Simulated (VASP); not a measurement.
**Ta: electric field gradients with PBE**

Crystal: Ta.

```
CELL_PARAMETERS angstrom
-1.65128 1.65128 1.65128
1.65128 -1.65128 1.65128
1.65128 1.65128 -1.65128
ATOMIC_POSITIONS crystal
Ta 0.00000 0.00000 0.00000
```

```
Program                : VASP 6.6.1
Task                   : electric field gradients
Functional             : PBE
Potentials or basis    : VASP PAW PBE potentials, release 64 (Ta_pv)
Cutoff                 : 520 eV
k mesh                 : 17 × 17 × 17
Occupations            : fermi-dirac, width 0.08 eV
Spin                   : non-collinear spin, zero start, spin-orbit coupling
Starting moments       : [[0.0, 0.0, 0.0]] μB
Dipole correction      : no
Further INCAR settings : ALGO = Normal; EDIFF = 1e-08; NBANDS = 22
```

```json
{"Pressure": "3.0 GPa", "Net moment": "0.00 μB per cell", "Largest electric field gradient by atom": "under 0.05 V/Å² on every atom", "Valence electrons inside the program's atomic spheres": "Ta 8.95"}
```

Moments on the atoms (μB; x, y, z):
```
Ta  0.00 0.00 0.00
```

Run time: 2.4 min on 1 thread of Intel(R) Xeon(R) Platinum 8488C (Sapphire Rapids) (shared host), peak memory 0.26 GiB.

Caveat: the cell stands under pressure.
